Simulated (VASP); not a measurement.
Set up this calculation in VASP 6.6.1, as the native input.

| Item | Value |
| --- | --- |
| Task | single point |
| Functional | PBE |
| Potentials or basis | VASP PAW PBE potentials, release 64 (Ru_pv) |
| Cutoff | 520 eV |
| k mesh | 21 × 21 × 12 |
| Occupations | gaussian, width 0.15 eV |
| Spin | no spin polarisation |
| Dipole correction | no |
| Further INCAR settings | ALGO = Fast; EDIFF = 1e-07; NBANDS = 21 |

The structure of Ru lies in POSCAR:

```
Ru
1.0
    2.6992910015      0.0000000000      0.0000000000
   -1.3496455008      2.3376545795      0.0000000000
    0.0000000000      0.0000000000      4.0133058610
Ru
2
Direct
    0.3333333333      0.6666666667      0.2500000000
    0.6666666667      0.3333333333      0.7500000000
```

These files were run (other wordings do the same):

INCAR

```
ALGO = Fast
EDIFF = 1E-7
ENCUT = 520
GGA = PE
ISIF = 2
ISMEAR = 0
LASPH = T
LCHARG = F
LREAL = F
LWAVE = F
NBANDS = 21
NELM = 80
PREC = Accurate
SIGMA = 0.15
```

KPOINTS

```
k-points
0
Gamma
  21 21 12
```

Potentials or basis: VASP PAW PBE potentials, release 64 (Ru_pv).

Run with:

```sh
$ cat potpaw_PBE.64/Ru_pv/POTCAR > POTCAR
$ mpirun -np 1 vasp_std > vasp.out
```

It gave:

```json
{"Pressure": "34.7 GPa", "Band gap on the k mesh": "zero (bands 14 and 15 overlap by 3.51 eV)"}
```

Caveat: the cell stands under pressure.

Wall time 70 s on 1 thread of Intel(R) Xeon(R) 6975P-C (Granite Rapids) (shared host), peak memory 0.24 GiB.
